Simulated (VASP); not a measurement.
Here is a VASP 6.6.1 calculation.

The input INCAR:

```
SYSTEM = TiAl
ALGO = Fast
EDIFF = 1E-7
ENCUT = 520
GGA = PS
ISIF = 2
ISMEAR = 0
LASPH = .TRUE.
LCHARG = .TRUE.
LELF = .TRUE.
LREAL = .FALSE.
LVHAR = .TRUE.
LWAVE = .FALSE.
NBANDS = 14
NELM = 80
PREC = Accurate
SIGMA = 0.15
```

Contents of KPOINTS:

```
k-points
0
G
  16 16 16
  0 0 0
```

The input POSCAR:

```
TiAl
1.0
    2.8176895590      0.0000000000      0.0000000000
    0.0000000000      2.8176895590      0.0000000000
    0.0000000000      0.0000000000      4.2764074437
Ti Al
1 1
Direct
    0.0000000000      0.0000000000      0.0000000000
    0.5000000000      0.5000000000      0.5000000000
```

Potentials or basis: VASP PAW PBE potentials, release 64 (Ti_sv, Al).

The run is started by

```sh
$ cat potpaw_PBE.64/Ti_sv/POTCAR potpaw_PBE.64/Al/POTCAR > POTCAR
$ mpirun -np 1 vasp_std > vasp.out
```

(1) Estimate the band gap on the k mesh.

(2) Predict the pressure.

Results:

(1) zero (an odd number of electrons rules out a gap without spin polarisation).

(2) -7.6 GPa.

Caveat: the cell stands under tension; the PAW data sets were made with another functional, which shifts forces and pressure a little.
